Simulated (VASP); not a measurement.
Wanted: the native input for a VASP 6.6.1 run.

```
Task                   : single point
Functional             : PBE
Potentials or basis    : VASP PAW PBE potentials, release 64 (Bi_d)
Cutoff                 : 520 eV
k mesh                 : 15 × 15 × 15
Occupations            : fermi-dirac, width 0.1 eV
Spin                   : no spin polarisation
Dipole correction      : no
Further INCAR settings : ALGO = Normal; EDIFF = 1e-07; NBANDS = 14
```

The structure of Bi lies in POSCAR:

```
Bi
1.0
    0.0000000000      2.5129803284      2.5129803284
    2.5129803284      0.0000000000      2.5129803284
    2.5129803284      2.5129803284      0.0000000000
Bi
1
Direct
    0.0000000000      0.0000000000      0.0000000000
```

This isn't the form of Bi at room conditions, which is rhombohedral.

One way to write it, as run:

INCAR

```
PREC = Accurate ; ENCUT = 520
EDIFF = 1E-7 ; ISMEAR = -1
SIGMA = 0.1 ; LREAL = False
LASPH = True ; NELM = 60
ALGO = Normal ; ISIF = 2
LWAVE = False ; LCHARG = False
GGA = PE ; NBANDS = 14
```

KPOINTS

```
regular mesh
0
Gamma
  15 15 15
```

Potentials or basis: VASP PAW PBE potentials, release 64 (Bi_d).

Run with:

```sh
$ cat potpaw_PBE.64/Bi_d/POTCAR > POTCAR
$ mpirun -np 1 vasp_std > vasp.out
```

It gave:

The pressure is -0.1 GPa and the band gap on the k mesh is zero (an odd number of electrons rules out a gap without spin polarisation).

Caveat: spin-orbit coupling is left out, which moves the levels of the heavy elements.

It took 66 s on 1 thread of Intel Xeon 8259CL, on a shared host, peak memory 0.19 GiB.
